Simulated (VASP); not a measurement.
Write the native input for VASP 6.6.1 that does the following.

| Property | Result |
| --- | --- |
| Task | single point |
| Functional | PBEsol |
| Potentials or basis | VASP PAW PBE potentials, release 64 (Al, Ni) |
| Cutoff | 520 eV |
| k mesh | 14 × 14 × 14 |
| Occupations | gaussian, width 0.15 eV |
| Spin | no spin polarisation |
| Dipole correction | no |
| Further INCAR settings | ALGO = Fast; EDIFF = 1e-07; NBANDS = 24 |

The structure of AlNi3 lies in POSCAR:

```
AlNi3
1.0
    0.0000000000      2.4312567457      2.7984078565
    3.1655589673      0.0000000000      2.7984078565
    3.1655589673      2.4312567457      0.0000000000
Al Ni
1 3
Direct
    0.5000000000      0.5000000000      0.5000000000
    0.2500000000      0.2500000000      0.2500000000
    0.0000000000      0.0000000000      0.0000000000
    0.7500000000      0.7500000000      0.7500000000
```

This cell differs from its parent crystal: strain +0.1312 x Voigt [1, -1, 0, 0, 0, 0].

These files were run (other wordings do the same):

INCAR

```
ALGO = Fast ; EDIFF = 1E-7
ENCUT = 520 ; GGA = PS
ISIF = 2 ; ISMEAR = 0
LASPH = True ; LCHARG = False
LREAL = False ; LWAVE = False
NBANDS = 24 ; NELM = 60
PREC = Accurate ; SIGMA = 0.15
```

KPOINTS

```
k-points
0
Gamma
  14 14 14
```

Potentials or basis: VASP PAW PBE potentials, release 64 (Al, Ni).

Run with:

```sh
$ cat potpaw_PBE.64/Al/POTCAR potpaw_PBE.64/Ni/POTCAR > POTCAR
$ mpirun -np 1 vasp_std > vasp.out
```

Results of the run:

```
Pressure               : 5.8 GPa
Band gap on the k mesh : zero (an odd number of electrons rules out a gap without spin polarisation)
```

Caveat: the cell differs from its parent crystal (strain +0.1312 x Voigt [1, -1, 0, 0, 0, 0]); the cell stands under pressure; the PAW data sets were made with another functional, which shifts forces and pressure a little.

Run time: 4.4 min on 1 thread of Intel(R) Xeon(R) 6975P-C (Granite Rapids) (shared host), peak memory 0.46 GiB.
